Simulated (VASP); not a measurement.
Rh, 2 atoms in the cell. The structure is hexagonal, space group P6_3/mmc (No. 194). The conventional cell has a = 2.616 Å, b = 2.616 Å, c = 4.245 Å, α = 90.00°, β = 90.00°, γ = 120.00°. Rh (site symmetry -6m2) has 12 Rh at 2.60 to 2.62 Å within 3.4 Å. This isn't the form of Rh at room conditions, which is fcc.

| Property | Result |
| --- | --- |
| Program | VASP 6.6.1 |
| Task | single point |
| Functional | PBE |
| Potentials or basis | VASP PAW PBE potentials, release 64 (Rh_pv) |
| Cutoff | 520 eV |
| k mesh | 18 × 18 × 10 |
| Occupations | gaussian, width 0.15 eV |
| Spin | no spin polarisation |
| Dipole correction | no |
| Further INCAR settings | ALGO = Fast; EDIFF = 1e-07; NBANDS = 22 |

Potentials or basis: VASP PAW PBE potentials, release 64 (Rh_pv).

The run is started by

```sh
$ cat potpaw_PBE.64/Rh_pv/POTCAR > POTCAR
$ mpirun -np 1 vasp_std > vasp.out
```

Hardware: 1 thread of Intel(R) Xeon(R) Platinum 8488C (Sapphire Rapids), with other jobs on the host.

Question: How long does it take, and how much memory?

Answer: It took 83 s on 1 thread of Intel(R) Xeon(R) Platinum 8488C (Sapphire Rapids), on a shared host, peak memory 0.21 GiB. Counts: scf iterations 13, k points 222.
